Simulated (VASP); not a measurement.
# AlP (pbe) (F-43m) in VASP: a series of runs, part 2 of 2

VASP 6.6.1. Earlier steps stand in the parts before.

## Step 5: Single point, PBE

This run uses another cell than the first one, of 20.88 Å³/atom, 1.024 times its volume.

Input file INCAR:

```
PREC = Accurate ; ENCUT = 500
EDIFF = 1E-6 ; ISMEAR = 0
SIGMA = 0.01 ; LREAL = False
LASPH = True ; NELM = 120
ALGO = Normal ; ISIF = 2
LWAVE = False ; LCHARG = False
GGA = PE ; NBANDS = 11
GGA_COMPAT = False
```

Input file KPOINTS:

```
regular mesh
0
Gamma
  8 8 8
```

Input file POSCAR:

```
AlP
1.0
    0.0000000000      2.7536744975      2.7536744975
    2.7536744975      0.0000000000      2.7536744975
    2.7536744975      2.7536744975      0.0000000000
Al P
1 1
Direct
    0.0000000000      0.0000000000      0.0000000000
    0.2500000000      0.2500000000      0.2500000000
```

Potentials or basis: VASP PAW PBE potentials, release 64 (Al, P).

On the command line:

```console
$ cat potpaw_PBE.64/Al/POTCAR potpaw_PBE.64/P/POTCAR > POTCAR
$ mpirun -np 1 vasp_std > vasp.out
```

OUTCAR:

```text
PREC = Accurate
   ENCUT = 500
   EDIFF = 1E-6
   ISMEAR = 0
   LREAL = False
   LASPH = True
   NELM = 120
   ISIF = 2
   GGA = PE

 ion  position               nearest neighbor table
   1  0.000  0.000  0.000-   2 2.38   2 2.38   2 2.38   2 2.38
   2  0.250  0.250  0.250-   1 2.38   1 2.38   1 2.38   1 2.38

  LATTYP: Found a face centered cubic cell.
 ALAT       =     5.5073489950

  Lattice vectors:

 A1 = (   0.0000000000,   2.7536744975,   2.7536744975)
 A2 = (   2.7536744975,   0.0000000000,   2.7536744975)
 A3 = (   2.7536744975,   2.7536744975,   0.0000000000)

Analysis of symmetry for initial positions (statically):
=====================================================================
 Subroutine PRICEL returns:
 Original cell was already a primitive cell.

 Routine SETGRP: Setting up the symmetry group for a
 face centered cubic supercell.

 Subroutine GETGRP returns: Found 24 space group operations
 (whereof 24 operations were pure point group operations)
 out of a pool of 48 trial point group operations.

The static configuration has the point symmetry T_d .

Analysis of symmetry for dynamics (positions and initial velocities):
=====================================================================
 Subroutine PRICEL returns:
 Original cell was already a primitive cell.

 Routine SETGRP: Setting up the symmetry group for a
 face centered cubic supercell.

 Subroutine GETGRP returns: Found 24 space group operations
 (whereof 24 operations were pure point group operations)
 out of a pool of 48 trial point group operations.

The dynamic configuration has the point symmetry T_d .

 Subroutine INISYM returns: Found 24 space group operations
 (whereof 24 operations are pure point group operations),
 and found     1 'primitive' translations

----------------------------------------------------------------------------------------

                                     Primitive cell
[... 112 lines left out ...]
  volume/ion in A,a.u.               =      20.88       140.91
  Fermi-wavevector in a.u.,A,eV,Ry     =   0.943732  1.783396 12.117770  0.890631
  Thomas-Fermi vector in A             =   2.071469
   LORBIT       =      0    0 simple, 1 ext, 2 COOP (PROOUT), +10 PAW based schemes
   GGA     = PE    functional components
   LHFCALC =     F    Hartree Fock is set to
   AEXX    =    0.0000 exact exchange contribution
   IVDW    =     0    specifies the selected vdW correction
   LEPSILON=     F    determine dielectric tensor
   LRPA    =     F    only Hartree local field effects (RPA)
 non-spin polarized calculation
 Gauss-broadening in eV      SIGMA  =   0.01
  energy-cutoff  :      500.00
  volume of cell :       41.76
 maximum number of plane-waves:      1069
   NGX = 15   NGY = 15   NGZ = 15

 number of electron       8.0000001 magnetization

 Free energy of the ion-electron system (eV)
  ---------------------------------------------------
  ext. energy  EPLUGINS =         0.00000000
  ---------------------------------------------------
  free energy    TOTEN  =       -10.37677433 eV

  energy without entropy =      -10.37677433  energy(sigma->0) =      -10.37677433

 E-fermi :   4.4619     XC(G=0):  -9.1085

 val. band max:        4.3459720179   @ k =   0.0000   0.0000   0.0000
 cond. band min:       5.9755773034   @ k =   0.5000   0.5000   0.0000
 fundamental gap:      1.6296052855
 Fermi energy:         4.4619432400

 k-point     1 :       0.0000    0.0000    0.0000
  band No.  band energies     occupation
      1      -7.0127      2.00000
      2       4.3460      2.00000
      3       4.3460      2.00000
      4       4.3460      2.00000
      5       7.4311      0.00000
      6       8.8711      0.00000
      7       8.8711      0.00000
      8       8.8711      0.00000
      9      13.1510      0.00000
     10      13.1510      0.00000
     11      14.4576      0.00000
[... 309 lines left out ...]
 k-point    24 :      -0.3750    0.2500    0.1250
  band No.  band energies     occupation
      1      -5.0956      2.00000
      2      -0.7275      2.00000
      3       1.8112      2.00000
      4       2.9029      2.00000
      5       8.2650      0.00000
      6       8.8427      0.00000
      7      11.1512      0.00000
      8      11.9662      0.00000
      9      13.2296      0.00000
     10      15.7006      0.00000
     11      16.9062      0.00000

 [... further k-points ...]
[... 5 lines left out ...]
  --------------------------------------------------------------------------------------
  -------------------------------------------------------------------------------------
  Total       -0.0190131     -0.0190131     -0.0190131     -0.0000000     -0.0000000      0.0000000
  in kB       -0.7294504     -0.7294504     -0.7294504     -0.0000000     -0.0000000      0.0000000
  external PRESSURE =      -0.7294504 kB  Pullay stress =       0.0000000 kB

 VOLUME and BASIS-vectors are now :
 -----------------------------------------------------------------------------
  energy-cutoff  :      500.00
  volume of cell :       41.76
      direct lattice vectors                 reciprocal lattice vectors
     0.000000000  2.753674498  2.753674498    -0.181575564  0.181575564  0.181575564
     2.753674498  0.000000000  2.753674498     0.181575564 -0.181575564  0.181575564
     2.753674498  2.753674498  0.000000000     0.181575564  0.181575564 -0.181575564

 POSITION                                       TOTAL-FORCE (eV/Angst)
 -----------------------------------------------------------------------------------
      0.00000      0.00000      0.00000        -0.000000     -0.000000     -0.000000
      1.37684      1.37684      1.37684         0.000000      0.000000      0.000000
 -----------------------------------------------------------------------------------
    total drift:                               -0.000000     -0.000000     -0.000000

  FREE ENERGIE OF THE ION-ELECTRON SYSTEM (eV)
  ---------------------------------------------------
  free  energy   TOTEN  =       -10.3767743272 eV

  energy  without entropy=      -10.3767743272  energy(sigma->0) =      -10.37677433
```

OSZICAR:

```text
N       E                     dE             d eps       ncg     rms          rms(c)
DAV:   1     0.120227530063E+02    0.12023E+02   -0.30374E+03   646   0.539E+02
DAV:   2    -0.970537553202E+01   -0.21728E+02   -0.19956E+02   820   0.858E+01
DAV:   3    -0.107092437433E+02   -0.10039E+01   -0.10020E+01   785   0.180E+01
DAV:   4    -0.107183093175E+02   -0.90656E-02   -0.90648E-02   786   0.211E+00
DAV:   5    -0.107184646355E+02   -0.15532E-03   -0.15532E-03   801   0.259E-01    0.441E+00
DAV:   6    -0.104161588895E+02    0.30231E+00   -0.62419E-01   719   0.291E+00    0.279E+00
DAV:   7    -0.103762163923E+02    0.39942E-01   -0.21112E-01   774   0.186E+00    0.142E+00
DAV:   8    -0.103766913633E+02   -0.47497E-03   -0.15008E-02   738   0.595E-01    0.243E-01
DAV:   9    -0.103766019323E+02    0.89431E-04   -0.74416E-04   766   0.148E-01    0.100E-01
DAV:  10    -0.103767681919E+02   -0.16626E-03   -0.24713E-04   707   0.819E-02    0.126E-02
DAV:  11    -0.103767735154E+02   -0.53234E-05   -0.25526E-05   796   0.229E-02    0.699E-03
DAV:  12    -0.103767743272E+02   -0.81182E-06   -0.15832E-06   744   0.711E-03
   1 F= -.10376774E+02 E0= -.10376774E+02  d E =-.128648E-62
```

stdout:

```text
POSCAR found type information on POSCAR AlP
 POSCAR found :  2 types and       2 ions
 scaLAPACK will be used
 LDA part: xc-table for (Slater+PW92), standard interpolation
 POSCAR, INCAR and KPOINTS ok, starting setup
 FFT: planning ... GRIDC
 FFT: planning ... GRID_SOFT
 FFT: planning ... GRID
 WAVECAR not read
 entering main loop
```

It took 11 s on 1 thread of Intel Xeon Platinum 8259CL at 2.50GHz (Skylake/Cascade Lake), shared host; peak memory 0.15 GiB.

Results:

```yaml
Free_energy: -10.3768 eV
Pressure: -0.1 GPa
Band_gap_on_the_k_mesh: 1.63 eV, indirect (least direct gap 3.09 eV)
```

A k mesh can miss the band edges. As with any semilocal functional, this PBE gap is likely too small.

## Step 6: Relaxation of cell and atoms, PBE

Input file INCAR:

```
ALGO     = Normal         # electronic algorithm
EDIFF    = 1E-7           # SCF threshold, eV
EDIFFG   = -0.002         # ionic threshold
ENCUT    = 500            # plane-wave cutoff, eV
GGA      = PE             # functional
GGA_COMPAT= False        
IBRION   = 2              # ionic algorithm
ISIF     = 3              # what is computed and relaxed
ISMEAR   = 0              # smearing method
LASPH    = True           # aspherical terms in the spheres
LCHARG   = False          # write CHGCAR
LREAL    = False          # projectors in reciprocal space
LWAVE    = False          # write WAVECAR
NELM     = 120            # most SCF steps
NELMIN   = 4            
NSW      = 100            # ionic steps
PREC     = Accurate       # precision mode
SIGMA    = 0.02           # smearing width, eV
```

Input file KPOINTS:

```
k-points
0
Gamma
  8 8 8
```

Input file POSCAR:

```
AlP
1.0
    0.0000000000      2.7320000000      2.7320000000
    2.7320000000      0.0000000000      2.7320000000
    2.7320000000      2.7320000000      0.0000000000
Al P
1 1
Direct
    0.0000000000      0.0000000000      0.0000000000
    0.2500000000      0.2500000000      0.2500000000
```

Potentials or basis: VASP PAW PBE potentials, release 64 (Al, P).

On the command line:

```console
$ cat potpaw_PBE.64/Al/POTCAR potpaw_PBE.64/P/POTCAR > POTCAR
$ mpirun -np 1 vasp_std > vasp.out
```

It took 19 s on 1 thread of Intel Xeon Platinum 8259CL at 2.50GHz (Skylake/Cascade Lake), shared host; peak memory 0.15 GiB.

Results (log left out):

| Item | Value |
| --- | --- |
| Free energy | -10.3766 eV |
| Relaxed volume | 20.86 Å³/atom |
| Relaxed cell | a = 3.893 Å, b = 3.893 Å, c = 3.893 Å, α = 60.00°, β = 60.00°, γ = 60.00° |
| Space group after relaxing (to 0.05 Å) | F-43m (No. 216) |
| Energy gained by relaxing | 2.8 meV/atom |
| Ionic steps | 3 |
| Pressure after relaxing | 0.0 GPa |
| Band gap on the k mesh | 1.63 eV, indirect (least direct gap 3.09 eV) |

The path:
```csv
step,energy change (eV),largest force (eV/Å),pressure (GPa),volume (Å³)
1,0.0000,0.0000,1.98,40.78
2,-0.0037,0.0000,-1.08,42.29
3,-0.0057,0.0000,0.00,41.72
```

Final structure:
```cif
data_structure
_symmetry_space_group_name_H-M 'P 1'
_symmetry_Int_Tables_number 1
_cell_length_a 3.8930
_cell_length_b 3.8930
_cell_length_c 3.8930
_cell_angle_alpha 60.000
_cell_angle_beta 60.000
_cell_angle_gamma 60.000
_cell_volume 41.72
loop_
_atom_site_label
_atom_site_type_symbol
_atom_site_fract_x
_atom_site_fract_y
_atom_site_fract_z
_atom_site_occupancy
Al1 Al 0.00000 0.00000 0.00000 1
P1 P 0.25000 0.25000 0.25000 1
```

Levels at points of the mesh, in eV from the valence-band top:
| k point | band 1 | band 2 | band 3 | band 4 | band 5 | band 6 | band 7 | band 8 |
| --- | --- | --- | --- | --- | --- | --- | --- | --- |
| (0.00, 0.00, 0.00) | -11.36 | 0.00 | 0.00 | 0.00 | 3.09 | 4.53 | 4.53 | 4.53 |
| (0.50, 0.00, 0.00) | -9.75 | -5.42 | -0.75 | -0.75 | 2.72 | 4.81 | 4.81 | 8.21 |
| (0.50, 0.50, 0.00) | -9.11 | -5.22 | -2.05 | -2.05 | 1.63 | 2.47 | 10.86 | 10.86 |

A k mesh can miss the band edges.

## Step 7: The runs side by side

| task | cell | k mesh | smearing | gap on the mesh (eV) | pressure (GPa) |
| --- | --- | --- | --- | --- | --- |
| single point | a = 3.864 Å, angles 60.0°, 2 atoms | 6 × 6 × 6 | gaussian 0.1 eV | 1.58 | 2.0 |
| single point | a = 3.894 Å, angles 60.0°, 2 atoms | 8 × 8 × 8 | gaussian 0.02 eV | 1.63 | -0.1 |
| single point | a = 3.894 Å, angles 60.0°, 2 atoms | 8 × 8 × 8 | gaussian 0.01 eV | 1.63 | -0.1 |
| relaxation of cell and atoms | relaxed from a = 3.864 Å, angles 60.0°, 2 atoms | 8 × 8 × 8 | gaussian 0.02 eV | 1.63 | 0.0 |

Alike in all rows: level PBE; potentials or basis VASP PAW PBE potentials, release 64 (Al, P); no spin polarisation; cutoff (eV) 500.

Absolute energies hang on the potentials; compare differences alone.
